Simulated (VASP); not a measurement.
# Cu in VASP: notebook

The runs below take Cu through single point, with LDA.

Everything below comes from runs of VASP 6.6.1. Logs are shortened: lines on timing, memory, paths and dates and some standing lists are left out, and cuts for length are marked.

## (1) The cell of the first run

The cell holds a slab with vacuum, 5 atoms: a = 2.488 Å, b = 3.518 Å, c = 13.792 Å, α = 90.00°, β = 90.00°, γ = 90.00°.

## (2) Single point, LDA

Input file INCAR:

```
SYSTEM = Cu
  ALGO = Normal
  DIPOL = 0.5 0.5 0.500
  EDIFF = 1E-7
  ENCUT = 520
  GGA = CA
  IDIPOL = 3
  ISIF = 2
  ISMEAR = -1
  LASPH = .True.
  LCHARG = .True.
  LDIPOL = .True.
  LELF = .True.
  LREAL = .False.
  LVACPOTAV = .True.
  LVHAR = .True.
  LWAVE = .False.
  NBANDS = 36
  NELM = 100
  PREC = Accurate
  SIGMA = 0.08
```

Input file KPOINTS:

```
k-points
0
Gamma
  15 10 1
  0 0 0
```

Input file POSCAR:

```
Cu
1.0
    2.4875465902      0.0000000000      0.0000000000
    0.0000000000      3.5179221248      0.0000000000
    0.0000000000      0.0000000000     13.7918000000
Cu
5
Direct
    0.0000000000      0.0000000000      0.3262790901
    0.5000000000      0.5000000000      0.4074675462
    0.0000000000      0.0000000000      0.4999999991
    0.5000000000      0.5000000000      0.5925324667
    0.0000000000      0.0000000000      0.6737209099
```

Potentials or basis: VASP PAW LDA potentials, release 64 (Cu).

On the command line:

```console
> cat potpaw_LDA.64/Cu/POTCAR > POTCAR
> mpirun -np 1 vasp_std > vasp.out
```

OUTCAR:

```text
SYSTEM = Cu
   EDIFF = 1E-7
   ENCUT = 520
   GGA = CA
   ISIF = 2
   ISMEAR = -1
   LASPH = .True.
   LREAL = .False.
   NELM = 100
   PREC = Accurate

 ion  position               nearest neighbor table
   1  0.000  0.000  0.326-   3 2.40   2 2.43   2 2.43   2 2.43   2 2.43
   2  0.500  0.500  0.407-   1 2.43   1 2.43   1 2.43   1 2.43   3 2.50   3 2.50   3 2.50   3 2.50
                             4 2.55
   3  0.000  0.000  0.500-   1 2.40   5 2.40   2 2.50   2 2.50   2 2.50   2 2.50   4 2.50   4 2.50
                             4 2.50   4 2.50
   4  0.500  0.500  0.593-   5 2.43   5 2.43   5 2.43   5 2.43   3 2.50   3 2.50   3 2.50   3 2.50
                             2 2.55
   5  0.000  0.000  0.674-   3 2.40   4 2.43   4 2.43   4 2.43   4 2.43

  LATTYP: Found a simple orthorhombic cell.
 ALAT       =     2.4875465902
 B/A-ratio  =     1.4142135623
 C/A-ratio  =     5.5443383671

  Lattice vectors:

 A1 = (   2.4875465902,   0.0000000000,   0.0000000000)
 A2 = (   0.0000000000,   3.5179221248,   0.0000000000)
 A3 = (   0.0000000000,   0.0000000000,  13.7918000000)

Analysis of symmetry for initial positions (statically):
=====================================================================
 Subroutine PRICEL returns:
 Original cell was already a primitive cell.

 Routine SETGRP: Setting up the symmetry group for a
 simple orthorhombic supercell.

 Subroutine GETGRP returns: Found  8 space group operations
 (whereof  8 operations were pure point group operations)
 out of a pool of  8 trial point group operations.

The static configuration has the point symmetry D_2h.

Analysis of symmetry for dynamics (positions and initial velocities):
=====================================================================
 Subroutine PRICEL returns:
 Original cell was already a primitive cell.

 Routine SETGRP: Setting up the symmetry group for a
 simple orthorhombic supercell.

 Subroutine GETGRP returns: Found  8 space group operations
 (whereof  8 operations were pure point group operations)
 out of a pool of  8 trial point group operations.

The dynamic configuration has the point symmetry D_2h.

 Subroutine INISYM returns: Found  8 space group operations
 (whereof  8 operations are pure point group operations),
 and found     1 'primitive' translations

----------------------------------------------------------------------------------------

                                     Primitive cell

  volume of cell :     120.6920

  direct lattice vectors                    reciprocal lattice vectors
[... 98 lines left out ...]
   NFREE  =      0    steps in history (QN), initial steepest desc. (CG)
   ISIF   =      2    stress and relaxation
   ISYM   =      2    0-nonsym 1-usesym 2-fastsym
   POTIM  = 0.5000    time-step for ionic-motion
   TEBEG  =    0.0;   TEEND  =   0.0 temperature during run
   PSTRESS=    0.0 pullay stress
   NELECT =      55.0000    total number of electrons
   NUPDOWN=      -1.0000    fix difference up-down
   EMIN   =  10.00;   EMAX   =-10.00  energy-range for DOS
   EFERMI =   0.00;   METHOD = LEGACY
   ISMEAR =    -1;   SIGMA  =   0.08  broadening in eV -4-tet -1-fermi 0-gaus
   EFERMI_NEDOS =   21; number of points for ismear=-14 and -15
   IALGO  =     38    algorithm
   IMIX   =      4    mixing-type and parameters
     AMIX     =   0.40;   BMIX     =  1.00
     AMIX_MAG =   1.60;   BMIX_MAG =  1.00
  volume/ion in A,a.u.               =      24.14       162.89
  Fermi-wavevector in a.u.,A,eV,Ry     =   1.259804  2.380684 21.593884  1.587106
  Thomas-Fermi vector in A             =   2.393345
   LORBIT       =      0    0 simple, 1 ext, 2 COOP (PROOUT), +10 PAW based schemes
   GGA     = CA    functional components
   LHFCALC =     F    Hartree Fock is set to
   AEXX    =    0.0000 exact exchange contribution
   IVDW    =     0    specifies the selected vdW correction
   LEPSILON=     F    determine dielectric tensor
   LRPA    =     F    only Hartree local field effects (RPA)
 non-spin polarized calculation
  energy-cutoff  :      520.00
  volume of cell :      120.69
 maximum number of plane-waves:      3284
 NGX is ok and might be reduce to    20
   NGX =  9   NGY = 13   NGZ = 51

 number of electron      55.0000039 magnetization

 dipolmoment           0.000000      0.000000     -0.000001 electrons x Angstroem

 Free energy of the ion-electron system (eV)
  ---------------------------------------------------
  ext. energy  EPLUGINS =         0.00000000
  ---------------------------------------------------
  free energy    TOTEN  =       -21.30135740 eV

  energy without entropy =      -21.27310933  energy(sigma->0) =      -21.28723337

 E-fermi :   1.2507     XC(G=0):  -7.5583

 val. band max:        1.2362639076   @ k =   0.1333   0.3000   0.0000
 cond. band min:       1.2632322964   @ k =   0.3333   0.4000   0.0000
 fundamental gap:      0.0269683888
 Fermi energy:         1.2506967156

 k-point     1 :       0.0000    0.0000    0.0000
  band No.  band energies     occupation
      1      -7.9540      2.00000
      2      -5.8869      2.00000
      3      -3.8382      2.00000
      4      -3.5855      2.00000
      5      -3.1555      2.00000
      6      -3.0880      2.00000
[... 925 lines left out ...]
     35       9.5801      0.00000
     36      10.4146      0.00000

 [... further k-points ...]

------------------------ aborting loop because EDIFF is reached ----------------------------------------

  FORCE on cell =-STRESS in cart. coord.  units (eV):
  Direction    XX          YY          ZZ          XY          YZ          ZX
  --------------------------------------------------------------------------------------
  -------------------------------------------------------------------------------------
  Total       -1.7982577     -1.3745164      0.2000753      0.0000000      0.0000000      0.0000000
  in kB      -23.8717427    -18.2466070      2.6559858      0.0000000      0.0000000      0.0000000
  external PRESSURE =     -13.1541213 kB  Pullay stress =       0.0000000 kB

 VOLUME and BASIS-vectors are now :
 -----------------------------------------------------------------------------
  energy-cutoff  :      520.00
  volume of cell :      120.69
      direct lattice vectors                 reciprocal lattice vectors
     2.487546590  0.000000000  0.000000000     0.402002521  0.000000000  0.000000000
     0.000000000  3.517922125  0.000000000     0.000000000  0.284258709  0.000000000
     0.000000000  0.000000000 13.791800000     0.000000000  0.000000000  0.072506852

 POSITION                                       TOTAL-FORCE (eV/Angst)
 -----------------------------------------------------------------------------------
      0.00000      0.00000      4.49998         0.000000      0.000000     -0.050531
      1.24377      1.75896      5.61971         0.000000      0.000000      0.001116
      0.00000      0.00000      6.89590         0.000000      0.000000      0.000000
      1.24377      1.75896      8.17209         0.000000      0.000000     -0.001116
      0.00000      0.00000      9.29182         0.000000      0.000000      0.050531
 -----------------------------------------------------------------------------------
    total drift:                               -0.000000      0.000000     -0.000144

  FREE ENERGIE OF THE ION-ELECTRON SYSTEM (eV)
  ---------------------------------------------------
  free  energy   TOTEN  =       -21.3013573971 eV

  energy  without entropy=      -21.2731093336  energy(sigma->0) =      -21.28723337
```

OSZICAR:

```text
N       E                     dE             d eps       ncg     rms          rms(c)
DAV:   1     0.474155474541E+03    0.47416E+03   -0.24255E+04  3456   0.218E+03
DAV:   2     0.256701329577E+02   -0.44849E+03   -0.43424E+03  3456   0.400E+02
DAV:   3    -0.239324470554E+02   -0.49603E+02   -0.47148E+02  3648   0.190E+02
[... 12 lines left out ...]
DAV:  16    -0.213013126187E+02   -0.14040E-03   -0.44104E-04  3752   0.380E-01    0.250E-02
DAV:  17    -0.213013433575E+02   -0.30739E-04   -0.57311E-05  3840   0.143E-01    0.574E-03
DAV:  18    -0.213013552573E+02   -0.11900E-04   -0.78320E-06  3668   0.555E-02    0.276E-03
DAV:  19    -0.213013573465E+02   -0.20893E-05   -0.13262E-06  3932   0.284E-02    0.111E-03
DAV:  20    -0.213013573971E+02   -0.50518E-07   -0.14420E-07  2668   0.907E-03
   1 F= -.21301357E+02 E0= -.21287233E+02  d E =-.282481E-01
```

Run time: 4 min. Hardware: 1 thread of Intel Xeon Platinum 8259CL at 2.50GHz (Skylake/Cascade Lake), shared host; peak memory 0.28 GiB.

Results:

```yaml
Free_energy: -21.3014 eV
Largest_force: 0.051 eV/Å
```

Forces in eV/Å, atoms in the order of the input:
```
Cu   0.000  0.000 -0.051
Cu   0.000  0.000  0.001
Cu   0.000  0.000  0.000
Cu   0.000  0.000 -0.001
Cu   0.000  0.000  0.051
```

## (3) Single point, LDA

Input file INCAR:

```
SYSTEM = Cu
PREC     = Accurate       ! precision mode
ENCUT    = 520            ! plane-wave cutoff, eV
EDIFF    = 1E-7           ! SCF threshold, eV
ISMEAR   = -1             ! smearing method
SIGMA    = 0.08           ! smearing width, eV
LREAL    = .FALSE.        ! projectors in reciprocal space
LASPH    = .TRUE.         ! aspherical terms in the spheres
NELM     = 60             ! most SCF steps
ALGO     = Normal         ! electronic algorithm
ISIF     = 2              ! what is computed and relaxed
LWAVE    = .FALSE.        ! write WAVECAR
LCHARG   = .FALSE.        ! write CHGCAR
LDIPOL   = .TRUE.       
IDIPOL   = 3            
DIPOL    = 0.5 0.5 0.500
NBANDS   = 36             ! bands
```

Input file KPOINTS:

```
regular mesh
0
G
  15 10 1
  0 0 0
```

POSCAR is that of step 2.

Potentials or basis: VASP PAW LDA potentials, release 64 (Cu).

On the command line:

```console
> cat potpaw_LDA.64/Cu/POTCAR > POTCAR
> mpirun -np 1 vasp_std > vasp.out
```

It took 4 min on 1 thread of Intel Xeon Platinum 8259CL at 2.50GHz (Skylake/Cascade Lake), shared host; peak memory 0.27 GiB.

It converged, with:

| Quantity | Value |
| --- | --- |
| Free energy | -21.3014 eV |
| Largest force | 0.051 eV/Å |

Forces on the atoms (eV/Å):
```
Cu   0.000  0.000 -0.051
Cu   0.000  0.000  0.001
Cu   0.000  0.000  0.000
Cu   0.000  0.000 -0.001
Cu   0.000  0.000  0.051
```

Levels at points of the mesh, in eV from the Fermi level:
| k point | band 26 | band 27 | band 28 | band 29 | band 30 | band 31 |
| --- | --- | --- | --- | --- | --- | --- |
| (0.00, 0.00, 0.00) | -1.55 | -1.45 | -1.25 | 0.61 | 2.73 | 3.20 |
| (0.00, 0.50, 0.00) | -1.62 | -1.60 | -1.56 | -1.28 | -0.28 | 1.17 |

## (4) Single point, LDA

This run uses another cell than the first one, of 36.71 Å³/atom, 1.521 times its volume.

Input file INCAR:

```
SYSTEM = Cu
PREC = Accurate
ENCUT = 520
EDIFF = 1E-6
ISMEAR = -1
SIGMA = 0.08
LREAL = .False.
LASPH = .True.
NELM = 60
ALGO = Normal
ISIF = 2
LWAVE = .False.
LCHARG = .False.
LDIPOL = .True.
IDIPOL = 3
DIPOL = 0.5 0.5 0.500
GGA = CA
NBANDS = 36
```

Input file KPOINTS:

```
Automatic mesh
0
Gamma
  15 10 1
  0 0 0
```

Input file POSCAR:

```
Cu
1.0
    2.4875465902      0.0000000000      0.0000000000
    0.0000000000      3.5179221248      0.0000000000
    0.0000000000      0.0000000000     20.9751000000
Cu
5
Direct
    0.0000000000      0.0000000000      0.3814047805
    0.5000000000      0.5000000000      0.4407023901
    0.0000000000      0.0000000000      0.5000000000
    0.5000000000      0.5000000000      0.5592976099
    0.0000000000      0.0000000000      0.6185952195
```

On the command line:

```console
> cat potpaw_LDA.64/Cu/POTCAR > POTCAR
> mpirun -np 1 vasp_std > vasp.out
```

Wall time 6.7 min (1 thread of Intel Xeon Platinum 8259CL at 2.50GHz (Skylake/Cascade Lake), shared host); peak memory 0.36 GiB.

It converged, with:

- Free energy: -21.2446 eV
- Largest force: 0.503 eV/Å

Forces on the atoms (eV/Å):
```
Cu   0.000  0.000  0.503
Cu   0.000  0.000 -0.442
Cu   0.000  0.000  0.000
Cu   0.000  0.000  0.442
Cu   0.000  0.000 -0.503
```

Levels at points of the mesh, in eV from the Fermi level:
```tsv
k point	band 25	band 26	band 27	band 28	band 29	band 30	band 31	band 32
(0.00, 0.00, 0.00)	-1.62	-1.57	-1.46	-1.33	0.48	2.82	3.03	4.64
(0.00, 0.50, 0.00)	-1.59	-1.58	-1.54	-1.52	-1.15	-0.37	1.01	1.84
```
